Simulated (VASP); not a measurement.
# TaN (P1) in VASP: single point with PBE

Aim: the single point of TaN with PBE.

Everything below comes from runs of VASP 6.6.1. Logs are shortened: lines on timing, memory, paths and dates and some standing lists are left out, and cuts for length are marked.

### 1 The cell of the first run

The typed cell holds 6 atoms: a = 5.196 Å, b = 5.174 Å, c = 2.911 Å, α = 89.79°, β = 89.43°, γ = 119.57°.

### 2 Single point, PBE (equal xy, yz and zx shear strains of +1 %)

The input, INCAR:

```
SYSTEM = TaN
PREC = Accurate
ENCUT = 520
EDIFF = 1E-6
ISMEAR = -1
SIGMA = 0.01
LREAL = .FALSE.
LASPH = .TRUE.
NELM = 60
ALGO = Normal
ISIF = 2
LWAVE = .FALSE.
LCHARG = .FALSE.
GGA = PE
NBANDS = 33
```

The input, KPOINTS:

```
Automatic mesh
0
G
  6 6 9
  0 0 0
```

The input, POSCAR:

```
TaN
1.0
    5.1960008669      0.0259800043      0.0259800043
   -2.5755010897      4.4868787466      0.0095093416
    0.0145550000      0.0145550000      2.9110000000
Ta N
3 3
Direct
    0.3333333333      0.6666666667      0.5000000000
    0.6666666667      0.3333333333      0.5000000000
    0.0000000000      0.0000000000      0.0000000000
    0.3928500000      0.0000000000      0.0000000000
    0.6071500000      0.6071500000      0.0000000000
    0.0000000000      0.3928500000      0.0000000000
```

Potentials or basis: VASP PAW PBE potentials, release 64 (Ta_pv, N).

Started as:

```bash
$ cat potpaw_PBE.64/Ta_pv/POTCAR potpaw_PBE.64/N/POTCAR > POTCAR
$ mpirun -np 1 vasp_std > vasp.out
```

OUTCAR:

```text
SYSTEM = TaN
   PREC = Accurate
   ENCUT = 520
   EDIFF = 1E-6
   ISMEAR = -1
   LREAL = .FALSE.
   LASPH = .TRUE.
   NELM = 60
   ISIF = 2
   GGA = PE

 ion  position               nearest neighbor table
   1  0.333  0.667  0.500-   5 2.15   4 2.15   6 2.15   4 2.17   5 2.17   6 2.18   2 2.99   2 3.00
                             2 3.01   3 3.32   3 3.32   3 3.33   3 3.33   3 3.35   3 3.36
   2  0.667  0.333  0.500-   6 2.15   4 2.15   5 2.16   5 2.16   6 2.18   4 2.18   1 2.99   1 3.00
                             1 3.01   3 3.32   3 3.32   3 3.33   3 3.33   3 3.35   3 3.36
   3  0.000  0.000  0.000-   6 2.03   4 2.04   5 2.05   2 3.32   1 3.32   1 3.32   2 3.32   2 3.33
                             1 3.33   2 3.33   1 3.33   2 3.35   1 3.35   2 3.36   1 3.36
   4  0.393  0.000  0.000-   3 2.04   1 2.15   2 2.15   1 2.17   2 2.18
   5  0.607  0.607  0.000-   3 2.05   1 2.15   2 2.16   2 2.16   1 2.17
   6  0.000  0.393  0.000-   3 2.03   2 2.15   1 2.15   2 2.18   1 2.18

  LATTYP: Found a triclinic cell.
 ALAT       =     5.9305018487
 B/A-ratio  =     0.4908644915
 C/A-ratio  =     0.8723589846
 COS(alpha) =     0.0036852528
 COS(beta)  =     0.4341686107
 COS(gamma) =     0.4820813214

  Lattice vectors:

 A1 = (  -5.1814458669,  -0.0114250043,   2.8850199957)
 A2 = (   0.0145550000,   0.0145550000,   2.9110000000)
 A3 = (  -2.5755010897,   4.4868787466,   0.0095093416)

Analysis of symmetry for initial positions (statically):
=====================================================================
 Subroutine PRICEL returns:
 Original cell was already a primitive cell.

 Routine SETGRP: Setting up the symmetry group for a
 triclinic supercell.

 Subroutine GETGRP returns: Found  1 space group operations
 (whereof  1 operations were pure point group operations)
 out of a pool of  2 trial point group operations.

The static configuration has the point symmetry C_1 .

Analysis of symmetry for dynamics (positions and initial velocities):
=====================================================================
 Subroutine PRICEL returns:
 Original cell was already a primitive cell.

 Routine SETGRP: Setting up the symmetry group for a
 triclinic supercell.

 Subroutine GETGRP returns: Found  1 space group operations
 (whereof  1 operations were pure point group operations)
 out of a pool of  2 trial point group operations.

The dynamic configuration has the point symmetry C_1 .

 Subroutine INISYM returns: Found  1 space group operations
 (whereof  1 operations are pure point group operations),
 and found     1 'primitive' translations

----------------------------------------------------------------------------------------

                                     Primitive cell

  volume of cell :      68.0579

  direct lattice vectors                    reciprocal lattice vectors
     5.196000867  0.025980004  0.025980004     0.191912443  0.110162342 -0.001510374
    -2.575501090  4.486878747  0.009509342    -0.001105670  0.222239761 -0.001105670
     0.014555000  0.014555000  2.911000000    -0.001709162 -0.001709162  0.343541654

  length of vectors
     5.196130765  5.173526571  2.911072774     0.221288067  0.222245261  0.343550157

  position of ions in fractional coordinates (direct lattice)
     0.333333333  0.666666667  0.500000000
     0.666666667  0.333333333  0.500000000
     0.000000000  0.000000000  0.000000000
     0.392850000  1.000000000  0.000000000
     0.607150000  0.607150000  1.000000000
     1.000000000  0.392850000  1.000000000

  ion indices of the primitive-cell ions
   primitive index   ion index
                 1           1
                 2           2
                 3           3
                 4           4
                 5           5
                 6           6

----------------------------------------------------------------------------------------

 KPOINTS: Automatic mesh

Automatic generation of k-mesh.
 Grid dimensions read from file:
 generate k-points for:    6    6    9

 Generating k-lattice:

  Cartesian coordinates                     Fractional coordinates (reciprocal lattice)
     0.031985407  0.018360390 -0.000251729     0.166666667 -0.000000000 -0.000000000
    -0.000184278  0.037039960 -0.000184278    -0.000000000  0.166666667 -0.000000000
    -0.000189907 -0.000189907  0.038171295     0.000000000  0.000000000  0.111111111

  Length of vectors
     0.036881345  0.037040877  0.038172240

  Shift w.r.t. Gamma in fractional coordinates (k-lattice)
     0.000000000  0.000000000  0.000000000

 Subroutine IBZKPT returns following result:
 ===========================================

 Found    164 irreducible k-points:

 Following reciprocal coordinates:
            Coordinates               Weight
  0.000000  0.000000  0.000000      1.000000
  0.166667 -0.000000  0.000000      2.000000
  0.333333  0.000000  0.000000      2.000000
  0.500000 -0.000000  0.000000      1.000000
 -0.000000  0.166667  0.000000      2.000000
  0.166667  0.166667  0.000000      2.000000
[... 16 lines left out ...]
  0.333333  0.000000  0.111111      2.000000
  0.500000 -0.000000  0.111111      2.000000
 [... further k-points ...]
   k-points           NKPTS =    164   k-points in BZ     NKDIM =    164   number of bands    NBANDS=     33
   number of dos      NEDOS =    301   number of ions     NIONS =      6
   total plane-waves  NPLWV =  38400
   dimension x,y,z NGX =    40 NGY =   40 NGZ =   24
   dimension x,y,z NGXF=    80 NGYF=   80 NGZF=   48
   ions per type =               3   3
   NGX,Y,Z   is equivalent  to a cutoff of  12.80, 12.85, 13.71 a.u.
   NGXF,Y,Z  is equivalent  to a cutoff of  25.60, 25.71, 27.41 a.u.
 SYSTEM =  TaN
   PREC   = accura    normal or accurate (medium, high low for compatibility)
   ISTART =      0    job   : 0-new  1-cont  2-samecut
   ICHARG =      2    charge: 1-file 2-atom 10-const
   ISPIN  =      1    spin polarized calculation?
   LNONCOLLINEAR =      F non collinear calculations
   LSORBIT =      F    spin-orbit coupling
   LASPH  =      T    aspherical Exc in radial PAW
   ENCUT  =  520.0 eV  38.22 Ry    6.18 a.u.   9.66  9.62  5.41*2*pi/ulx,y,z
   NELM   =     60;   NELMIN=  2; NELMDL= -5     # of ELM steps
   EDIFF  = 0.1E-05   stopping-criterion for ELM
   LREAL  =      F    real-space projection
   EDIFFG = 0.1E-04   stopping-criterion for IOM
   NSW    =      0    number of steps for IOM
   IBRION =     -1    ionic relax: 0-MD 1-quasi-New 2-CG
   NFREE  =      0    steps in history (QN), initial steepest desc. (CG)
   ISIF   =      2    stress and relaxation
   ISYM   =      2    0-nonsym 1-usesym 2-fastsym
   POTIM  = 0.5000    time-step for ionic-motion
   TEBEG  =    0.0;   TEEND  =   0.0 temperature during run
   PSTRESS=    0.0 pullay stress
   NELECT =      48.0000    total number of electrons
   NUPDOWN=      -1.0000    fix difference up-down
   EMIN   =  10.00;   EMAX   =-10.00  energy-range for DOS
   EFERMI =   0.00;   METHOD = LEGACY
   ISMEAR =    -1;   SIGMA  =   0.01  broadening in eV -4-tet -1-fermi 0-gaus
   EFERMI_NEDOS =   21; number of points for ismear=-14 and -15
   IALGO  =     38    algorithm
   IMIX   =      4    mixing-type and parameters
     AMIX     =   0.40;   BMIX     =  1.00
     AMIX_MAG =   1.60;   BMIX_MAG =  1.00
  volume/ion in A,a.u.               =      11.34        76.55
  Fermi-wavevector in a.u.,A,eV,Ry     =   1.457233  2.753771 28.892350  2.123528
  Thomas-Fermi vector in A             =   2.574058
   LORBIT       =      0    0 simple, 1 ext, 2 COOP (PROOUT), +10 PAW based schemes
   GGA     = PE    functional components
   LHFCALC =     F    Hartree Fock is set to
   AEXX    =    0.0000 exact exchange contribution
   IVDW    =     0    specifies the selected vdW correction
   LEPSILON=     F    determine dielectric tensor
   LRPA    =     F    only Hartree local field effects (RPA)
 non-spin polarized calculation
  energy-cutoff  :      520.00
  volume of cell :       68.06
 maximum number of plane-waves:      1848
 NGX is ok and might be reduce to    40
   NGX = 19   NGY = 19   NGZ = 11

 number of electron      48.0000001 magnetization

 Free energy of the ion-electron system (eV)
  ---------------------------------------------------
  ext. energy  EPLUGINS =         0.00000000
  ---------------------------------------------------
  free energy    TOTEN  =       -67.45271837 eV

  energy without entropy =      -67.45206371  energy(sigma->0) =      -67.45239104

 E-fermi :   8.3146     XC(G=0): -13.0055

 val. band max:        8.3133583923   @ k =  -0.1667   0.1667   0.3333
 cond. band min:       8.3204655930   @ k =  -0.0000  -0.1667   0.3333
 fundamental gap:      0.0071072007
 Fermi energy:         8.3145521900

 k-point     1 :       0.0000    0.0000    0.0000
  band No.  band energies     occupation
      1     -27.9064      2.00000
      2     -27.9031      2.00000
      3     -27.5549      2.00000
      4     -27.5487      2.00000
      5     -27.3786      2.00000
      6     -27.2719      2.00000
[... 25 lines left out ...]
     32      11.5171      0.00000
     33      11.5441      0.00000

 k-point     2 :       0.1667   -0.0000    0.0000
  band No.  band energies     occupation
      1     -27.9282      2.00000
      2     -27.8944      2.00000
      3     -27.5404      2.00000
      4     -27.5198      2.00000
      5     -27.3721      2.00000
      6     -27.2779      2.00000
[... 25 lines left out ...]
     32      11.4607      0.00000
     33      11.7445      0.00000
[... 754 lines left out ...]
     32      12.1150      0.00000
     33      12.2118      0.00000

 k-point    24 :       0.5000   -0.0000    0.1111
  band No.  band energies     occupation
      1     -27.9601      2.00000
      2     -27.7786      2.00000
      3     -27.6108      2.00000
      4     -27.4520      2.00000
      5     -27.4306      2.00000
      6     -27.4029      2.00000
[... 25 lines left out ...]
     32      12.2068      0.00000
     33      12.3812      0.00000

 [... further k-points ...]

------------------------ aborting loop because EDIFF is reached ----------------------------------------

  FORCE on cell =-STRESS in cart. coord.  units (eV):
  Direction    XX          YY          ZZ          XY          YZ          ZX
  --------------------------------------------------------------------------------------
  -------------------------------------------------------------------------------------
  Total        2.5485869      2.5474172      2.2510821     -0.8217131     -0.8181496     -0.8175320
  in kB       59.9972327     59.9696985     52.9935616    -19.3442553    -19.2603649    -19.2458257
  external PRESSURE =      57.6534976 kB  Pullay stress =       0.0000000 kB

 VOLUME and BASIS-vectors are now :
 -----------------------------------------------------------------------------
  energy-cutoff  :      520.00
  volume of cell :       68.06
      direct lattice vectors                 reciprocal lattice vectors
     5.196000867  0.025980004  0.025980004     0.191912443  0.110162342 -0.001510374
    -2.575501090  4.486878747  0.009509342    -0.001105670  0.222239761 -0.001105670
     0.014555000  0.014555000  2.911000000    -0.001709162 -0.001709162  0.343541654

 POSITION                                       TOTAL-FORCE (eV/Angst)
 -----------------------------------------------------------------------------------
      0.02228      3.00719      1.47050        -0.048976     -0.044769      0.007425
      2.61278      1.52022      1.47599         0.049244     -0.044839      0.003321
      0.00000      0.00000      0.00000         0.002674     -0.140513     -0.000355
      2.04125      0.01021      0.01021         0.048874      0.054514      0.036528
      1.59104      2.73998      0.02155        -0.006708      0.042313     -0.058033
     -1.01179      1.76267      0.00374        -0.045108      0.133294      0.011114
 -----------------------------------------------------------------------------------
    total drift:                               -0.000539      0.000460      0.000076

  FREE ENERGIE OF THE ION-ELECTRON SYSTEM (eV)
  ---------------------------------------------------
  free  energy   TOTEN  =       -67.4527183692 eV

  energy  without entropy=      -67.4520637137  energy(sigma->0) =      -67.45239104
```

Run time: 6.7 min. Hardware: 1 thread of Intel Xeon Platinum 8175M at 2.50GHz (Skylake/Cascade Lake), shared host; peak memory 0.4 GiB.

What came out:

```
Free energy            : -67.4527 eV
Pressure               : 5.8 GPa
Largest force          : 0.141 eV/Å
Band gap on the k mesh : zero (bands 24 and 25 overlap by 3.05 eV)
```

Forces in eV/Å, atoms in the order of the input:
```
Ta  -0.049 -0.045  0.007
Ta   0.049 -0.045  0.003
Ta   0.003 -0.141  0.000
N    0.049  0.055  0.037
N   -0.007  0.042 -0.058
N   -0.045  0.133  0.011
```

Caveat: the cell differs from its parent crystal (equal xy, yz and zx shear strains of +1 %); the cell stands under pressure; spin-orbit coupling is left out, which moves the levels of the heavy elements.
